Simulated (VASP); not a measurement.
Wanted: the native input for a VASP 6.6.1 run.

* Task: single point
* Functional: PBEsol
* Potentials or basis: VASP PAW PBE potentials, release 64 (Sn_d, Se)
* Cutoff: 520 eV
* k mesh: 12 × 12 × 6
* Occupations: gaussian, width 0.02 eV
* Spin: no spin polarisation
* Dipole correction: no
* Further INCAR settings: ALGO = Normal; EDIFF = 1e-06; NBANDS = 20

The structure of SnSe2 lies in POSCAR:

```
SnSe2
1.0
    3.7949963757      0.0000000000      0.0000000000
   -1.8974981878      3.2865632686      0.0000000000
    0.0000000000      0.0000000000      5.8533967801
Sn Se
1 2
Direct
    0.0000000000      0.0000000000      0.0000000000
    0.3333333333      0.6666666667      0.2712114358
    0.6666666667      0.3333333333      0.7287885642
```

This cell differs from its parent crystal: volume scaled by 0.94, then relaxed in part.

One way to write it, as run:

INCAR

```
SYSTEM = SnSe2
PREC = Accurate
ENCUT = 520
EDIFF = 1E-6
ISMEAR = 0
SIGMA = 0.02
LREAL = .False.
LASPH = .True.
NELM = 100
ALGO = Normal
ISIF = 2
LWAVE = .False.
LCHARG = .False.
GGA = PS
NBANDS = 20
```

KPOINTS

```
Automatic mesh
0
Gamma
  12 12 6
  0 0 0
```

Potentials or basis: VASP PAW PBE potentials, release 64 (Sn_d, Se).

The run is started by

```console
$ cat potpaw_PBE.64/Sn_d/POTCAR potpaw_PBE.64/Se/POTCAR > POTCAR
$ mpirun -np 1 vasp_std > vasp.out
```

Results of the run:

```json
{"Pressure": "1.9 GPa", "Largest force": "0.015 eV/Å", "Band gap on the k mesh": "0.15 eV, indirect (least direct gap 0.77 eV)"}
```

Caveat: the PAW data sets were made with another functional, which shifts forces and pressure a little; spin-orbit coupling is left out, which moves the levels of the heavy elements.

Wall time 92 s on 1 thread of Intel(R) Xeon(R) Platinum 8488C (Sapphire Rapids) (shared host), peak memory 0.28 GiB.
